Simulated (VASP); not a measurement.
# TlAu3 (I4/mmm) in VASP: single point with LDA

Aim: the single point of TlAu3 with LDA.

All numbers are computed with VASP 6.6.1; they aren't measurements. Logs are shortened: lines on timing, memory, paths and dates and some standing lists are left out, and cuts for length are marked.

## 1. The cell of the first run

The structure is tetragonal, space group I4/mmm (No. 139). Conventional cell: a = 4.206 Å, b = 4.206 Å, c = 9.157 Å, α = 90.00°, β = 90.00°, γ = 90.00°. Within 3.9 Å of Tl (site symmetry 4/mmm) lie 12 Au at 2.97 to 3.11 Å. Within 3.9 Å of Au (site symmetry -4m2) lie 8 Au at 2.97 to 3.11 Å and 4 Tl at 3.11 Å. Within 3.9 Å of Au (site symmetry 4/mmm) lie 4 Tl at 2.97 Å and 8 Au at 3.11 Å.

## 2. Single point, LDA

Contents of INCAR:

```
ALGO     = Normal         # electronic algorithm
EDIFF    = 1E-6           # SCF threshold, eV
ENCUT    = 520            # plane-wave cutoff, eV
GGA      = CA             # functional
ISIF     = 2              # what is computed and relaxed
ISMEAR   = 0              # smearing method
LASPH    = T              # aspherical terms in the spheres
LCHARG   = F              # write CHGCAR
LREAL    = F              # projectors in reciprocal space
LWAVE    = F              # write WAVECAR
NBANDS   = 31             # bands
NELM     = 80             # most SCF steps
PREC     = Accurate       # precision mode
SIGMA    = 0.1            # smearing width, eV
```

Contents of KPOINTS:

```
k-points
0
Gamma
  8 8 8
```

Contents of POSCAR:

```
TlAu3
1.0
   -2.1031100000      2.1031100000      4.5787370000
    2.1031100000     -2.1031100000      4.5787370000
    2.1031100000      2.1031100000     -4.5787370000
Tl Au
1 3
Direct
    0.0000000000      0.0000000000      0.0000000000
    0.7500000000      0.2500000000      0.5000000000
    0.2500000000      0.7500000000      0.5000000000
    0.5000000000      0.5000000000      0.0000000000
```

Potentials or basis: VASP PAW LDA potentials, release 64 (Tl_d, Au).

The run is started by

```console
$ cat potpaw_LDA.64/Tl_d/POTCAR potpaw_LDA.64/Au/POTCAR > POTCAR
$ mpirun -np 1 vasp_std > vasp.out
```

OUTCAR:

```text
EDIFF = 1E-6
   ENCUT = 520
   GGA = CA
   ISIF = 2
   ISMEAR = 0
   LASPH = T
   LREAL = F
   NELM = 80
   PREC = Accurate

 ion  position               nearest neighbor table
   1  0.000  0.000  0.000-   4 2.97   4 2.97   4 2.97   4 2.97   3 3.11   2 3.11   3 3.11   3 3.11
                             2 3.11   2 3.11   3 3.11   2 3.11
   2  0.750  0.250  0.500-   3 2.97   3 2.97   3 2.97   3 2.97   4 3.11   1 3.11   4 3.11   1 3.11
                             4 3.11   4 3.11   1 3.11   1 3.11
   3  0.250  0.750  0.500-   2 2.97   2 2.97   2 2.97   2 2.97   4 3.11   1 3.11   4 3.11   4 3.11
                             1 3.11   1 3.11   4 3.11   1 3.11
   4  0.500  0.500  0.000-   1 2.97   1 2.97   1 2.97   1 2.97   3 3.11   2 3.11   3 3.11   2 3.11
                             3 3.11   3 3.11   2 3.11   2 3.11

  LATTYP: Found a body centered tetragonal cell.
 ALAT       =     4.2062200000
 C/A-ratio  =     2.1771267314

  Lattice vectors:

 A1 = (  -2.1031100000,   2.1031100000,   4.5787370000)
 A2 = (   2.1031100000,  -2.1031100000,   4.5787370000)
 A3 = (   2.1031100000,   2.1031100000,  -4.5787370000)

Analysis of symmetry for initial positions (statically):
=====================================================================
 Subroutine PRICEL returns:
 Original cell was already a primitive cell.

 Routine SETGRP: Setting up the symmetry group for a
 body centered tetragonal supercell.

 Subroutine GETGRP returns: Found 16 space group operations
 (whereof 16 operations were pure point group operations)
 out of a pool of 16 trial point group operations.

The static configuration has the point symmetry D_4h.

Analysis of symmetry for dynamics (positions and initial velocities):
=====================================================================
 Subroutine PRICEL returns:
 Original cell was already a primitive cell.

 Routine SETGRP: Setting up the symmetry group for a
 body centered tetragonal supercell.

 Subroutine GETGRP returns: Found 16 space group operations
 (whereof 16 operations were pure point group operations)
 out of a pool of 16 trial point group operations.

The dynamic configuration has the point symmetry D_4h.

 Subroutine INISYM returns: Found 16 space group operations
 (whereof 16 operations are pure point group operations),
 and found     1 'primitive' translations

----------------------------------------------------------------------------------------

                                     Primitive cell

  volume of cell :      81.0083

  direct lattice vectors                    reciprocal lattice vectors
    -2.103110000  2.103110000  4.578737000     0.000000000  0.237743152  0.109200419
     2.103110000 -2.103110000  4.578737000     0.237743152  0.000000000  0.109200419
     2.103110000  2.103110000 -4.578737000     0.237743152  0.237743152  0.000000000

  length of vectors
     5.459942844  5.459942844  5.459942844     0.261622892  0.261622892  0.336219590

  position of ions in fractional coordinates (direct lattice)
     0.000000000  0.000000000  0.000000000
     0.750000000  0.250000000  0.500000000
     0.250000000  0.750000000  0.500000000
     0.500000000  0.500000000  0.000000000

  ion indices of the primitive-cell ions
   primitive index   ion index
                 1           1
                 2           2
                 3           3
                 4           4

----------------------------------------------------------------------------------------

 KPOINTS: k-points

Automatic generation of k-mesh.
 Grid dimensions read from file:
 generate k-points for:    8    8    8

 Generating k-lattice:

  Cartesian coordinates                     Fractional coordinates (reciprocal lattice)
     0.000000000  0.029717894  0.013650052     0.125000000  0.000000000  0.000000000
     0.029717894  0.000000000  0.013650052     0.000000000  0.125000000  0.000000000
     0.029717894  0.029717894  0.000000000     0.000000000  0.000000000  0.125000000

  Length of vectors
     0.032702862  0.032702862  0.042027449

  Shift w.r.t. Gamma in fractional coordinates (k-lattice)
     0.000000000  0.000000000  0.000000000

 Subroutine IBZKPT returns following result:
 ===========================================

 Found     59 irreducible k-points:

 Following reciprocal coordinates:
            Coordinates               Weight
  0.000000  0.000000  0.000000      1.000000
  0.125000  0.000000 -0.000000      8.000000
  0.250000  0.000000 -0.000000      8.000000
  0.375000  0.000000 -0.000000      8.000000
  0.500000  0.000000 -0.000000      4.000000
  0.125000  0.125000 -0.000000      8.000000
[... 16 lines left out ...]
  0.250000  0.125000  0.125000     16.000000
  0.375000  0.125000  0.125000      8.000000
 [... further k-points ...]
   k-points           NKPTS =     59   k-points in BZ     NKDIM =     59   number of bands    NBANDS=     31
   number of dos      NEDOS =    301   number of ions     NIONS =      4
   total plane-waves  NPLWV =  74088
   dimension x,y,z NGX =    42 NGY =   42 NGZ =   42
   dimension x,y,z NGXF=    84 NGYF=   84 NGZF=   84
   ions per type =               1   3
   NGX,Y,Z   is equivalent  to a cutoff of  12.79, 12.79, 12.79 a.u.
   NGXF,Y,Z  is equivalent  to a cutoff of  25.58, 25.58, 25.58 a.u.
 SYSTEM =  unknown system
   PREC   = accura    normal or accurate (medium, high low for compatibility)
   ISTART =      0    job   : 0-new  1-cont  2-samecut
   ICHARG =      2    charge: 1-file 2-atom 10-const
   ISPIN  =      1    spin polarized calculation?
   LNONCOLLINEAR =      F non collinear calculations
   LSORBIT =      F    spin-orbit coupling
   LASPH  =      T    aspherical Exc in radial PAW
   ENCUT  =  520.0 eV  38.22 Ry    6.18 a.u.  10.15 10.15 10.15*2*pi/ulx,y,z
   NELM   =     80;   NELMIN=  2; NELMDL= -5     # of ELM steps
   EDIFF  = 0.1E-05   stopping-criterion for ELM
   LREAL  =      F    real-space projection
   EDIFFG = 0.1E-04   stopping-criterion for IOM
   NSW    =      0    number of steps for IOM
   IBRION =     -1    ionic relax: 0-MD 1-quasi-New 2-CG
   NFREE  =      0    steps in history (QN), initial steepest desc. (CG)
   ISIF   =      2    stress and relaxation
   ISYM   =      2    0-nonsym 1-usesym 2-fastsym
   POTIM  = 0.5000    time-step for ionic-motion
   TEBEG  =    0.0;   TEEND  =   0.0 temperature during run
   PSTRESS=    0.0 pullay stress
   NELECT =      46.0000    total number of electrons
   NUPDOWN=      -1.0000    fix difference up-down
   EMIN   =  10.00;   EMAX   =-10.00  energy-range for DOS
   EFERMI =   0.00;   METHOD = LEGACY
   ISMEAR =     0;   SIGMA  =   0.10  broadening in eV -4-tet -1-fermi 0-gaus
   EFERMI_NEDOS =   21; number of points for ismear=-14 and -15
   IALGO  =     38    algorithm
   IMIX   =      4    mixing-type and parameters
     AMIX     =   0.40;   BMIX     =  1.00
     AMIX_MAG =   1.60;   BMIX_MAG =  1.00
  volume/ion in A,a.u.               =      20.25       136.67
  Fermi-wavevector in a.u.,A,eV,Ry     =   1.355660  2.561827 25.004990  1.837815
  Thomas-Fermi vector in A             =   2.482729
   LORBIT       =      0    0 simple, 1 ext, 2 COOP (PROOUT), +10 PAW based schemes
   GGA     = CA    functional components
   LHFCALC =     F    Hartree Fock is set to
   AEXX    =    0.0000 exact exchange contribution
   IVDW    =     0    specifies the selected vdW correction
   LEPSILON=     F    determine dielectric tensor
   LRPA    =     F    only Hartree local field effects (RPA)
 non-spin polarized calculation
 Gauss-broadening in eV      SIGMA  =   0.10
  energy-cutoff  :      520.00
  volume of cell :       81.01
 maximum number of plane-waves:      2197
 NGX is ok and might be reduce to    42
   NGX = 21   NGY = 21   NGZ = 21

 number of electron      46.0000004 magnetization

 Free energy of the ion-electron system (eV)
  ---------------------------------------------------
  ext. energy  EPLUGINS =         0.00000000
  ---------------------------------------------------
  free energy    TOTEN  =       -15.67207592 eV

  energy without entropy =      -15.66545816  energy(sigma->0) =      -15.66876704

 E-fermi :   7.7907     XC(G=0): -12.0836

 val. band max:        7.7726118020   @ k =   0.5000   0.5000   0.3750
 cond. band min:       7.7911317995   @ k =   0.2500   0.1250   0.1250
 fundamental gap:      0.0185199976
 Fermi energy:         7.7907357042

 k-point     1 :       0.0000    0.0000    0.0000
  band No.  band energies     occupation
      1      -3.6209      2.00000
      2      -3.6060      2.00000
      3      -3.5814      2.00000
      4      -3.4808      2.00000
      5      -3.4808      2.00000
      6      -2.0260      2.00000
[... 23 lines left out ...]
     30      14.7763      0.00000
     31      15.3619      0.00000

 k-point     2 :       0.1250    0.0000   -0.0000
  band No.  band energies     occupation
      1      -3.6083      2.00000
      2      -3.5917      2.00000
      3      -3.5615      2.00000
      4      -3.4900      2.00000
      5      -3.4811      2.00000
      6      -1.8400      2.00000
[... 23 lines left out ...]
     30      15.4453      0.00000
     31      16.3017      0.00000

 k-point     3 :       0.2500    0.0000   -0.0000
  band No.  band energies     occupation
      1      -3.5773      2.00000
      2      -3.5693      2.00000
      3      -3.5179      2.00000
      4      -3.4977      2.00000
      5      -3.4817      2.00000
      6      -1.2937      2.00000
[... 23 lines left out ...]
     30      15.7216      0.00000
     31      15.7541      0.00000

 k-point     4 :       0.3750    0.0000   -0.0000
  band No.  band energies     occupation
      1      -3.5574      2.00000
      2      -3.5460      2.00000
      3      -3.5291      2.00000
      4      -3.4819      2.00000
      5      -3.4412      2.00000
      6      -0.4599      2.00000
[... 23 lines left out ...]
     30      15.7309      0.00000
     31      16.2258      0.00000

 k-point     5 :       0.5000    0.0000   -0.0000
  band No.  band energies     occupation
      1      -3.5603      2.00000
      2      -3.5330      2.00000
      3      -3.5269      2.00000
      4      -3.4818      2.00000
      5      -3.4167      2.00000
      6       0.2192      2.00000
[... 23 lines left out ...]
     30      16.5994      0.00000
     31      16.8928      0.00000
[... 542 lines left out ...]
     30      14.7232      0.00000
     31      19.8627      0.00000

 k-point    22 :       0.1250    0.1250    0.1250
  band No.  band energies     occupation
      1      -3.6166      2.00000
      2      -3.5388      2.00000
      3      -3.4963      2.00000
      4      -3.4814      2.00000
      5      -3.4799      2.00000
      6      -0.7544      2.00000
[... 23 lines left out ...]
     30      17.5650      0.00000
     31      17.7271      0.00000

 k-point    23 :       0.2500    0.1250    0.1250
  band No.  band energies     occupation
      1      -3.6251      2.00000
      2      -3.5517      2.00000
      3      -3.5127      2.00000
      4      -3.4797      2.00000
      5      -3.4294      2.00000
      6      -0.1208      2.00000
[... 23 lines left out ...]
     30      17.3615      0.00000
     31      18.5588      0.00000

 k-point    24 :       0.3750    0.1250    0.1250
  band No.  band energies     occupation
      1      -3.6261      2.00000
      2      -3.5554      2.00000
      3      -3.5211      2.00000
      4      -3.4812      2.00000
      5      -3.4083      2.00000
      6       0.2262      2.00000
[... 23 lines left out ...]
     30      16.2466      0.00000
     31      18.2573      0.00000

 [... further k-points ...]

------------------------ aborting loop because EDIFF is reached ----------------------------------------

  FORCE on cell =-STRESS in cart. coord.  units (eV):
  Direction    XX          YY          ZZ          XY          YZ          ZX
  --------------------------------------------------------------------------------------
  -------------------------------------------------------------------------------------
  Total       -5.2104865     -5.2104865     -5.4965126      0.0000000      0.0000000      0.0000000
  in kB     -103.0526563   -103.0526563   -108.7096608      0.0000000      0.0000000      0.0000000
  external PRESSURE =    -104.9383245 kB  Pullay stress =       0.0000000 kB

 VOLUME and BASIS-vectors are now :
 -----------------------------------------------------------------------------
  energy-cutoff  :      520.00
  volume of cell :       81.01
      direct lattice vectors                 reciprocal lattice vectors
    -2.103110000  2.103110000  4.578737000     0.000000000  0.237743152  0.109200419
     2.103110000 -2.103110000  4.578737000     0.237743152  0.000000000  0.109200419
     2.103110000  2.103110000 -4.578737000     0.237743152  0.237743152  0.000000000

 POSITION                                       TOTAL-FORCE (eV/Angst)
 -----------------------------------------------------------------------------------
      0.00000      0.00000      0.00000         0.000000      0.000000     -0.000000
      0.00000      2.10311      2.28937         0.000000     -0.000000      0.000000
      2.10311      0.00000      2.28937        -0.000000      0.000000     -0.000000
      0.00000      0.00000      4.57874         0.000000      0.000000     -0.000000
 -----------------------------------------------------------------------------------
    total drift:                               -0.000000      0.000000      0.000000

  FREE ENERGIE OF THE ION-ELECTRON SYSTEM (eV)
  ---------------------------------------------------
  free  energy   TOTEN  =       -15.6720759151 eV

  energy  without entropy=      -15.6654581647  energy(sigma->0) =      -15.66876704
```

It took 3.3 min on 1 thread of Intel Xeon Platinum 8488C (Sapphire Rapids), shared host; peak memory 0.29 GiB.

Results:

```
Free energy            : -15.6721 eV
Pressure               : -10.5 GPa
Band gap on the k mesh : zero (bands 23 and 24 overlap by 2.60 eV)
```

Levels at points of the mesh, in eV from the Fermi level:
| k point | band 20 | band 21 | band 22 | band 23 | band 24 | band 25 | band 26 | band 27 |
| --- | --- | --- | --- | --- | --- | --- | --- | --- |
| (0.00, 0.00, 0.00) | -2.47 | -1.71 | -0.70 | 0.76 | 2.52 | 3.54 | 3.54 | 3.90 |
| (0.50, 0.00, 0.00) | -3.30 | -2.63 | -2.34 | -0.95 | 0.40 | 4.62 | 5.22 | 5.32 |
| (0.50, 0.50, 0.00) | -2.32 | -2.30 | -1.92 | -1.20 | -0.70 | 0.00 | 1.33 | 5.11 |
| (0.50, 0.50, 0.50) | -2.51 | -2.44 | -1.71 | 0.39 | 0.39 | 2.31 | 4.17 | 7.03 |

Caveat: the cell stands under tension; spin-orbit coupling is left out, which moves the levels of the heavy elements.
